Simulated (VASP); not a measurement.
Input of a VASP 6.6.1 run:

INCAR

```
SYSTEM = BiAsSe
PREC = Accurate
ENCUT = 600
EDIFF = 1E-7
ISMEAR = 0
SIGMA = 0.1
LREAL = .FALSE.
LASPH = .TRUE.
NELM = 80
ALGO = Normal
ISIF = 3
LWAVE = .FALSE.
LCHARG = .FALSE.
GGA = PE
IBRION = 2
NSW = 90
EDIFFG = -0.04
```

Contents of KPOINTS:

```
Automatic mesh
0
G
  4 4 4
  0 0 0
```

Contents of POSCAR:

```
BiAsSe
1.0
    4.7304186200      0.0000000000      0.0000000000
    0.0000000000      4.7304186200      0.0000000000
    0.0000000000      0.0000000000      3.7944080400
Bi As Se
1 1 1
Direct
    0.0000000000      0.0000000000      0.6041052800
    0.5000000000      0.5000000000      0.1372385500
    0.5000000000      0.5000000000      0.7801492800
```

Potentials or basis: VASP PAW PBE potentials, release 64 (Bi_d, As, Se).

The run is started by

```bash
$ cat potpaw_PBE.64/Bi_d/POTCAR potpaw_PBE.64/As/POTCAR potpaw_PBE.64/Se/POTCAR > POTCAR
$ mpirun -np 1 vasp_std > vasp.out
```

Problem. What does it give for the relaxed cell?

Solution. a = 4.052 Å, b = 4.052 Å, c = 5.644 Å, α = 90.00°, β = 90.00°, γ = 90.00°.

Problem. Estimate the relaxed volume.

Solution. 30.88 Å³/atom.

Problem. Predict the space group after relaxing (to 0.05 Å).

Solution. P4mm (No. 99).

Problem. What does it give for the band gap on the k mesh?

Solution. Zero (band 13 reaches 4.29 eV, above the bottom of band 14 at 3.33 eV).

The path:
| step | energy change (eV) | largest force (eV/Å) | pressure (GPa) | volume (Å³) |
| --- | --- | --- | --- | --- |
| 1 | 0.0000 | 135.4491 | 122.70 | 84.91 |
| 2 | 61.7887 | 0.8904 | -57.98 | 349.80 |
| 3 | -30.2989 | 1.2405 | -10.73 | 187.86 |
| 4 | -30.5975 | 3.2249 | -6.76 | 183.90 |
| 5 | -30.2235 | 7.1677 | -3.74 | 181.93 |
| 6 | -31.2720 | 11.5323 | 5.99 | 137.67 |
| 7 | -31.2397 | 12.0885 | 7.08 | 133.57 |
| 8 | -32.3345 | 6.9664 | 3.57 | 129.45 |
| 9 | -33.0864 | 2.8950 | 0.57 | 123.93 |
| 10 | -33.2773 | 1.4647 | -1.35 | 113.32 |
| 11 | -33.3302 | 1.0455 | -1.23 | 115.91 |
| 12 | -33.3369 | 0.9888 | -1.08 | 117.29 |
| 13 | -33.3369 | 1.0018 | -1.12 | 116.98 |
| 14 | -33.3568 | 0.9911 | -0.97 | 116.13 |
| 15 | -33.4109 | 0.9574 | -0.55 | 113.58 |
| 16 | -33.4970 | 0.8797 | 0.30 | 108.57 |
| 17 | -33.5868 | 1.2951 | 2.31 | 98.85 |
| 18 | -33.2356 | 3.2306 | 11.12 | 80.60 |
| 19 | -33.5280 | 1.9912 | 3.92 | 95.86 |
| 20 | -33.5534 | 1.8503 | 3.73 | 95.31 |
| 21 | -33.6176 | 1.4622 | 3.23 | 93.68 |
| 22 | -33.6982 | 0.8554 | 2.52 | 90.44 |
| 23 | -33.6586 | 0.0847 | 3.01 | 84.03 |
| 24 | -33.7145 | 0.6027 | 2.50 | 88.11 |
| 25 | -33.7151 | 0.4603 | 2.48 | 87.14 |
| 26 | -33.7319 | 0.3511 | 1.74 | 88.49 |
| 27 | -33.7469 | 0.3115 | 0.43 | 91.29 |
| 28 | -33.7473 | 0.3164 | 0.23 | 91.76 |
| 29 | -33.7493 | 0.3023 | 0.19 | 91.85 |
| 30 | -33.7546 | 0.2613 | 0.07 | 92.14 |
| 31 | -33.7610 | 0.1762 | -0.16 | 92.72 |
| 32 | -33.7571 | 0.1804 | -0.55 | 93.88 |
| 33 | -33.7622 | 0.1350 | -0.29 | 93.09 |
| 34 | -33.7648 | 0.1136 | -0.30 | 93.09 |
| 35 | -33.7710 | 0.0728 | -0.32 | 93.08 |
| 36 | -33.7770 | 0.0721 | -0.31 | 93.04 |
| 37 | -33.7771 | 0.0910 | -0.31 | 93.04 |
| 38 | -33.7777 | 0.0346 | -0.04 | 92.65 |

Caveat: the k points lie up to 0.39 Å⁻¹ apart in the final cell; spin-orbit coupling is left out, which moves the levels of the heavy elements; this functional lacks dispersion, which binds the layers, so the pressure and a relaxed spacing across them are unreliable.
